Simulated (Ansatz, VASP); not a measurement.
## Co in VASP and in Ansatz

POSCAR

```
Co
1.0
    4.0906311416      0.0000000000      0.0000000000
   -2.0453155708      3.5425904861      0.0000000000
    0.0000000000      0.0000000000      2.5026799211
Co
3
Direct
    0.0000000000      0.0000000000      0.0000000000
    0.3333333333      0.6666666667      0.5000000000
    0.6666666667      0.3333333333      0.5000000000
```

File INCAR.step1:

```
  PREC = Accurate
  ENCUT = 520
  ISMEAR = -1
  SIGMA = 0.05
  LREAL = False
  LASPH = True
  NELM = 150
  ISPIN = 2
  MAGMOM = 1.847 1.93 1.93
  LMAXMIX = 4
  NBANDS = 24
  GGA = PE
  ALGO = Normal
  EDIFF = 1E-4
  LWAVE = True
  LCHARG = False
```

File INCAR.step2:

```
  PREC = Accurate
  ENCUT = 520
  EDIFF = 1E-7
  ISMEAR = -1
  SIGMA = 0.05
  LREAL = False
  LASPH = True
  NELM = 150
  ALGO = Normal
  ISIF = 2
  LWAVE = False
  LCHARG = True
  ISPIN = 2
  MAGMOM = 1.847 1.93 1.93
  LORBIT = 11
  LMAXMIX = 4
  METAGGA = R2SCAN
  LMIXTAU = True
  LELF = True
  LVHAR = True
  NBANDS = 24
  ISTART = 1
```

Contents of KPOINTS:

```
regular mesh
0
Gamma
  10 10 15
```

Input for Ansatz:

```yaml
crystal:
  lattice:
    - [4.0906311416, 0.0, 0.0]
    - [-2.0453155708, 3.5425904861, 0.0]
    - [0.0, 0.0, 2.5026799211]
  atoms:
    - { symbol: Co, position: [0.0, 0.0, 0.0], spin: 1.847 }
    - { symbol: Co, position: [0.3333333333, 0.6666666667, 0.5], spin: 1.93 }
    - { symbol: Co, position: [0.6666666667, 0.3333333333, 0.5], spin: 1.93 }
hamiltonian:
  xc: r2scan
  pseudopotentials:
    kind: paw
    azcp:
      Co: "pseudopotentials/Co.paw.azcp"
basis:
  ecutwfc: 500
  fft_grid_basis: typed
kpoints:
  mp_grid: { grid: [10, 10, 15], shift: [0, 0, 0] }
magnetization:
  spin_polarized: true
scf:
  occupations: { method: fermi_dirac, width: 0.05 }
  lower_state_search: "off"
output:
  stress: true
```

Alike in both runs: task single point; functional r2SCAN; k mesh 10 × 10 × 15; occupations fermi-dirac, width 0.05 eV; collinear spin.

```csv
,VASP,Ansatz
version,VASP 6.6.1,Ansatz 0.2.0
potentials or method,"VASP PAW PBE potentials, release 64 (Co), cutoff 520 eV","plane waves (500 eV) with PAW, scalar-relativistic"
valence electrons in the cell,27,51
```

Ansatz gave:

```
pressure (GPa)                                                : -18.7
traceless stress, the component that is largest in VASP (GPa) : -1.18
net moment per atom (μB)                                      : 1.87
size of the moment on the site where the two differ most (μB) : 2.03
```

Task: What did VASP give for the same quantities?

Result: Pressure (GPa): -18.7; traceless stress, the component that is largest in VASP (GPa): -0.82; net moment per atom (μB): 1.85; size of the moment on the site where the two differ most (μB): 1.95.

VASP's potentials were made for PBE, not for r2SCAN. Site moments also hang on the region over which each program counts them. VASP's potentials hold 27 valence electrons a cell and Ansatz's 51, so a difference there can come from the potentials and not from the codes. Ansatz's warnings: stability check not made.
